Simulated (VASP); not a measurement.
Input of a VASP 6.6.1 run:

File INCAR:

```
PREC = Accurate
ENCUT = 520
EDIFF = 1E-7
ISMEAR = 0
SIGMA = 0.15
LREAL = F
LASPH = T
NELM = 60
ALGO = Fast
ISIF = 2
LWAVE = F
LCHARG = T
GGA = PS
LVHAR = T
NBANDS = 51
KPAR = 4
```

KPOINTS

```
Automatic mesh
0
Gamma
  24 24 5
```

File POSCAR:

```
W
1.0
    1.9989957669     -1.9989957669      0.0000000000
    1.9989957669      0.0000000000     -1.9989957669
   10.5940592790     10.5940592790     10.5940592790
W
6
Direct
    0.6666666667      0.6666666667      0.0628841729
    0.0000000000      0.0000000000      0.6918516959
    0.3333333333      0.3333333333      0.1886776775
    0.6666666667      0.6666666667      0.4402646867
    0.0000000000      0.0000000000      0.3144711821
    0.3333333333      0.3333333333      0.5660581913
```

Potentials or basis: VASP PAW PBE potentials, release 64 (W_sv).

Launch:

```bash
$ cat potpaw_PBE.64/W_sv/POTCAR > POTCAR
$ mpirun -np 4 vasp_std > vasp.out
```

Estimate the pressure.

-5.3 GPa.

What does it give for the band gap on the k mesh?

Zero (bands 42 and 43 overlap by 1.75 eV).

Estimate the largest force.

0.265 eV/Å.

Forces on the atoms (eV/Å):
```
W   -0.130 -0.130 -0.130
W    0.130  0.130  0.130
W    0.057  0.057  0.057
W   -0.153 -0.153 -0.153
W    0.153  0.153  0.153
W   -0.057 -0.057 -0.057
```

Caveat: the cell differs from its parent crystal (the distance across one plane changed); the cell stands under tension; the PAW data sets were made with another functional, which shifts forces and pressure a little; spin-orbit coupling is left out, which moves the levels of the heavy elements.
